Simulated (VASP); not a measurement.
# SnSe (P4/mmm) in VASP: a series of runs, part 2 of 2

VASP 6.6.1. Earlier steps stand in the parts before.

**3. Single point, PBE**

This run uses another cell than the first one, of 24.46 Å³/atom.

File INCAR:

```
SYSTEM = SnSe
PREC = Accurate
ENCUT = 520
EDIFF = 1E-6
ISMEAR = -1
SIGMA = 0.01
LREAL = .False.
LASPH = .True.
NELM = 80
ALGO = Normal
ISIF = 2
LWAVE = .False.
LCHARG = .True.
GGA = PE
LELF = .True.
LVHAR = .True.
NBANDS = 17
```

File KPOINTS:

```
Automatic mesh
0
Gamma
  6 6 6
  0 0 0
```

File POSCAR:

```
SnSe
1.0
    3.6530679483      0.0000000000      0.0000000000
    0.0000000000      3.6530679483      0.0000000000
    0.0000000000      0.0000000000      3.6654551094
Sn Se
1 1
Direct
    0.0000000000      0.0000000000      0.0000000000
    0.5000000000      0.5000000000      0.5000000000
```

Potentials or basis: VASP PAW PBE potentials, release 64 (Sn_d, Se).

Started as:

```
$ cat potpaw_PBE.64/Sn_d/POTCAR potpaw_PBE.64/Se/POTCAR > POTCAR
$ mpirun -np 1 vasp_std > vasp.out
```

Run time: 33 s. Hardware: 1 thread of Intel Xeon 8259CL, shared host; peak memory 0.17 GiB.

It converged, with:

* Free energy: -7.7031 eV
* Pressure: 1.2 GPa
* Band gap on the k mesh: zero (bands 10 and 11 overlap by 1.50 eV)

Levels at points of the mesh, in eV from the Fermi level:
```csv
k point,band 7,band 8,band 9,band 10,band 11,band 12,band 13,band 14
"(0.00, 0.00, 0.00)",-5.63,-1.85,-1.80,-1.80,4.44,4.47,6.22,6.25
"(0.50, 0.00, 0.00)",-8.35,-0.53,-0.50,-0.01,0.54,3.17,3.23,6.45
"(0.50, 0.50, 0.00)",-6.00,-4.98,-4.98,-0.10,4.21,4.21,4.86,6.55
"(0.00, 0.00, 0.50)",-8.37,-0.51,-0.51,0.02,0.57,3.21,3.21,6.45
"(0.50, 0.00, 0.50)",-6.02,-4.99,-4.99,-0.08,4.24,4.26,4.90,6.59
"(0.50, 0.50, 0.50)",-4.39,-2.96,-2.96,-2.95,-1.05,-1.05,-1.03,14.17
```

Caveat: spin-orbit coupling is left out, which moves the levels of the heavy elements.

**4. Single point, PBE**

This run uses another cell than the first one, of 24.96 Å³/atom.

File INCAR:

```
PREC     = Accurate       # precision mode
ENCUT    = 520            # plane-wave cutoff, eV
EDIFF    = 1E-7           # SCF threshold, eV
ISMEAR   = -1             # smearing method
SIGMA    = 0.01           # smearing width, eV
LREAL    = F              # projectors in reciprocal space
LASPH    = T              # aspherical terms in the spheres
NELM     = 80             # most SCF steps
ALGO     = Normal         # electronic algorithm
ISIF     = 2              # what is computed and relaxed
LWAVE    = F              # write WAVECAR
LCHARG   = T              # write CHGCAR
GGA      = PE             # functional
LELF     = T              # ELF
LVHAR    = T            
NBANDS   = 17             # bands
```

File KPOINTS:

```
Automatic mesh
0
Gamma
  6 6 6
```

File POSCAR:

```
SnSe
1.0
    3.6777515886      0.0000000000      0.0000000000
    0.0000000000      3.6777515886      0.0000000000
    0.0000000000      0.0000000000      3.6902224493
Sn Se
1 1
Direct
    0.0000000000      0.0000000000      0.0000000000
    0.5000000000      0.5000000000      0.5000000000
```

Started as:

```
$ cat potpaw_PBE.64/Sn_d/POTCAR potpaw_PBE.64/Se/POTCAR > POTCAR
$ mpirun -np 1 vasp_std > vasp.out
```

Wall time 37 s (1 thread of Intel Xeon 8259CL, shared host); peak memory 0.17 GiB.

The run converged. Its results:

| Item | Value |
| --- | --- |
| Free energy | -7.7070 eV |
| Pressure | 0.0 GPa |
| Band gap on the k mesh | zero (bands 10 and 11 overlap by 1.39 eV) |

Levels at points of the mesh, in eV from the Fermi level:
```csv
k point,band 7,band 8,band 9,band 10,band 11,band 12,band 13,band 14
"(0.00, 0.00, 0.00)",-5.65,-1.76,-1.72,-1.72,4.51,4.54,6.11,6.13
"(0.50, 0.00, 0.00)",-8.21,-0.49,-0.45,0.00,0.50,3.17,3.23,6.52
"(0.50, 0.50, 0.00)",-5.95,-4.83,-4.83,-0.07,4.16,4.16,4.79,6.55
"(0.00, 0.00, 0.50)",-8.23,-0.46,-0.46,0.03,0.52,3.21,3.21,6.53
"(0.50, 0.00, 0.50)",-5.98,-4.84,-4.83,-0.04,4.19,4.21,4.83,6.59
"(0.50, 0.50, 0.50)",-4.42,-2.85,-2.85,-2.83,-0.96,-0.96,-0.94,13.98
```

Caveat: spin-orbit coupling is left out, which moves the levels of the heavy elements.

**5. Single point, PBE**

This run uses another cell than the first one, of 24.96 Å³/atom.

File INCAR:

```
SYSTEM = SnSe
PREC = Accurate
ENCUT = 520
EDIFF = 1E-7
ISMEAR = -1
SIGMA = 0.01
LREAL = .False.
LASPH = .True.
NELM = 80
ALGO = Normal
ISIF = 2
LWAVE = .False.
LCHARG = .False.
GGA = PE
NBANDS = 17
```

File KPOINTS:

```
Automatic mesh
0
Gamma
  6 6 6
  0 0 0
```

POSCAR is that of step 4.

Potentials or basis: VASP PAW PBE potentials, release 64 (Sn_d, Se).

Started as:

```
$ cat potpaw_PBE.64/Sn_d/POTCAR potpaw_PBE.64/Se/POTCAR > POTCAR
$ mpirun -np 1 vasp_std > vasp.out
```

OUTCAR:

```text
SYSTEM = SnSe
   PREC = Accurate
   ENCUT = 520
   EDIFF = 1E-7
   ISMEAR = -1
   LREAL = .False.
   LASPH = .True.
   NELM = 80
   ISIF = 2
   GGA = PE

 ion  position               nearest neighbor table
   1  0.000  0.000  0.000-   2 3.19   2 3.19   2 3.19   2 3.19   2 3.19   2 3.19   2 3.19   2 3.19

   2  0.500  0.500  0.500-   1 3.19   1 3.19   1 3.19   1 3.19   1 3.19   1 3.19   1 3.19   1 3.19

  LATTYP: Found a simple tetragonal cell.
 ALAT       =     3.6777515886
 C/A-ratio  =     1.0033908926

  Lattice vectors:

[... 650 lines left out ...]
      4     -15.3699      2.00000
      5     -15.3519      2.00000
      6      -5.9902      2.00000
[... 9 lines left out ...]
     16      15.7606      0.00000
     17      15.8872      0.00000

 [... further k-points ...]
[... 5 lines left out ...]
  --------------------------------------------------------------------------------------
  -------------------------------------------------------------------------------------
  Total        0.0062886      0.0062886     -0.0034240      0.0000000     -0.0000000      0.0000000
  in kB        0.2018584      0.2018584     -0.1099063      0.0000000     -0.0000000      0.0000000
  external PRESSURE =       0.0979368 kB  Pullay stress =       0.0000000 kB

 VOLUME and BASIS-vectors are now :
 -----------------------------------------------------------------------------
  energy-cutoff  :      520.00
  volume of cell :       49.91
      direct lattice vectors                 reciprocal lattice vectors
     3.677751589  0.000000000  0.000000000     0.271905259  0.000000000  0.000000000
     0.000000000  3.677751589  0.000000000     0.000000000  0.271905259  0.000000000
     0.000000000  0.000000000  3.690222449     0.000000000  0.000000000  0.270986374

 POSITION                                       TOTAL-FORCE (eV/Angst)
 -----------------------------------------------------------------------------------
      0.00000      0.00000      0.00000         0.000000      0.000000      0.000000
      1.83888      1.83888      1.84511         0.000000      0.000000      0.000000
 -----------------------------------------------------------------------------------
    total drift:                               -0.000000      0.000000     -0.000000

  FREE ENERGIE OF THE ION-ELECTRON SYSTEM (eV)
  ---------------------------------------------------
  free  energy   TOTEN  =        -7.7069992673 eV

  energy  without entropy=       -7.7057574800  energy(sigma->0) =       -7.70637837
```

OSZICAR:

```text
N       E                     dE             d eps       ncg     rms          rms(c)
DAV:   1     0.133194534364E+03    0.13319E+03   -0.97950E+03  1370   0.149E+03
DAV:   2     0.432961839286E+01   -0.12886E+03   -0.12503E+03  1456   0.353E+02
DAV:   3    -0.768771820272E+01   -0.12017E+02   -0.11784E+02  1675   0.925E+01
DAV:   4    -0.797870260293E+01   -0.29098E+00   -0.29071E+00  1588   0.148E+01
DAV:   5    -0.798612560741E+01   -0.74230E-02   -0.74226E-02  1813   0.241E+00    0.290E+00
DAV:   6    -0.771358429994E+01    0.27254E+00   -0.62435E-01  1945   0.486E+00    0.164E+00
DAV:   7    -0.770815666847E+01    0.54276E-02   -0.75195E-02  1637   0.130E+00    0.929E-01
DAV:   8    -0.770747455059E+01    0.68212E-03   -0.99942E-03  1719   0.832E-01    0.187E-01
DAV:   9    -0.770696039273E+01    0.51416E-03   -0.19123E-03  1768   0.304E-01    0.536E-02
DAV:  10    -0.770699263903E+01   -0.32246E-04   -0.12336E-04  1552   0.640E-02    0.208E-02
DAV:  11    -0.770699899880E+01   -0.63598E-05   -0.79161E-06  1792   0.198E-02    0.319E-03
DAV:  12    -0.770699932017E+01   -0.32137E-06   -0.57028E-07  1746   0.826E-03    0.126E-03
DAV:  13    -0.770699926732E+01    0.52845E-07   -0.51068E-08   922   0.205E-03
   1 F= -.77069993E+01 E0= -.77063784E+01  d E =-.124179E-02
```

stdout:

```text
POSCAR found type information on POSCAR SnSe
 POSCAR found :  2 types and       2 ions
 scaLAPACK will be used
 LDA part: xc-table for (Slater+PW92), standard interpolation
 POSCAR, INCAR and KPOINTS ok, starting setup
 FFT: planning ... GRIDC
 FFT: planning ... GRID_SOFT
 FFT: planning ... GRID
 WAVECAR not read
 entering main loop
```

It took 36 s on 1 thread of Intel Xeon 8259CL, shared host; peak memory 0.18 GiB.

Results:

- Free energy: -7.7070 eV
- Pressure: 0.0 GPa
- Band gap on the k mesh: zero (bands 10 and 11 overlap by 1.39 eV)

Levels at points of the mesh, in eV from the Fermi level:
| k point | band 6 | band 7 | band 8 | band 9 | band 10 | band 11 | band 12 | band 13 | band 14 | band 15 |
| --- | --- | --- | --- | --- | --- | --- | --- | --- | --- | --- |
| (0.00, 0.00, 0.00) | -13.53 | -5.65 | -1.76 | -1.72 | -1.72 | 4.51 | 4.54 | 6.11 | 6.13 | 6.13 |
| (0.50, 0.00, 0.00) | -12.54 | -8.21 | -0.49 | -0.45 | 0.00 | 0.50 | 3.17 | 3.23 | 6.52 | 7.58 |
| (0.50, 0.50, 0.00) | -11.87 | -5.95 | -4.83 | -4.83 | -0.07 | 4.16 | 4.16 | 4.79 | 6.55 | 8.63 |
| (0.00, 0.00, 0.50) | -12.55 | -8.23 | -0.46 | -0.46 | 0.03 | 0.52 | 3.21 | 3.21 | 6.53 | 7.58 |
| (0.50, 0.00, 0.50) | -11.88 | -5.98 | -4.84 | -4.83 | -0.04 | 4.19 | 4.21 | 4.83 | 6.59 | 8.69 |
| (0.50, 0.50, 0.50) | -11.48 | -4.42 | -2.85 | -2.85 | -2.83 | -0.96 | -0.96 | -0.94 | 13.98 | 14.06 |

Caveat: spin-orbit coupling is left out, which moves the levels of the heavy elements.

**6. Summary**

```csv
cell,k mesh,gap on the mesh (eV),pressure (GPa)
"a = 3.677, b = 3.677, c = 3.701 Å, 2 atoms",7 × 7 × 5,none,0.0
"a = 3.653, b = 3.653, c = 3.665 Å, 2 atoms",6 × 6 × 6,none,1.2
"a = 3.678, b = 3.678, c = 3.690 Å, 2 atoms",6 × 6 × 6,none,0.0
```

Alike in all rows: task single point; level PBE; potentials or basis VASP PAW PBE potentials, release 64 (Sn_d, Se); no spin polarisation; cutoff (eV) 520; smearing fermi-dirac 0.01 eV.

Caveats: spin-orbit coupling is left out, which moves the levels of the heavy elements.

Absolute energies hang on the potentials; compare differences alone.
